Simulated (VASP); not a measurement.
A run of VASP 6.6.1 is set up as follows.

INCAR

```
SYSTEM = WSe
PREC = Accurate
ENCUT = 520
EDIFF = 1E-6
ISMEAR = 0
SIGMA = 0.1
LREAL = .False.
LASPH = .True.
NELM = 150
ALGO = Normal
ISIF = 2
LWAVE = .False.
LCHARG = .False.
ISPIN = 2
MAGMOM = 1 -1 0 0
LORBIT = 11
LMAXMIX = 4
LDAU = .True.
LDAUTYPE = 2
LDAUL = 2 -1
LDAUU = 6.2 0
LDAUJ = 0 0
LDAUPRINT = 1
GGA = PE
NBANDS = 32
```

File KPOINTS:

```
regular mesh
0
Gamma
  12 12 6
  0 0 0
```

The input POSCAR:

```
WSe
1.0
    4.0679576104      0.0000000000      0.0000000000
   -2.0339788052      3.5229546321      0.0000000000
    0.0000000000      0.0000000000      6.7661319910
W Se
2 2
Direct
    0.0000000000      0.0000000000      0.0000000000
    0.0000000000      0.0000000000      0.5000000000
    0.3333333333      0.6666666667      0.2500000000
    0.6666666667      0.3333333333      0.7500000000
```

Potentials or basis: VASP PAW PBE potentials, release 64 (W_sv, Se).

Launch:

```console
$ cat potpaw_PBE.64/W_sv/POTCAR potpaw_PBE.64/Se/POTCAR > POTCAR
$ mpirun -np 1 vasp_std > vasp.out
```

**Question.** Estimate the net moment.

**Answer.** 0.00 μB per cell.

**Question.** Predict the band gap on the k mesh.

**Answer.** Zero (filled and empty bands overlap).

**Question.** What does it give for the site moments?

**Answer.** W +2.81, -2.81; Se +0.00 μB.

Eigenvalues of the final occupation matrices:
```
    site  spin  trace               eigenvalues
site 1 d     1   3.03  0.35 0.35 0.75 0.79 0.79
site 1 d     2   0.28  0.04 0.04 0.05 0.08 0.08
site 2 d     1   0.28  0.04 0.04 0.05 0.08 0.08
site 2 d     2   3.03  0.35 0.35 0.75 0.79 0.79
```

Caveat: the cell stands under tension; spin-orbit coupling is left out, which moves the levels of the heavy elements.
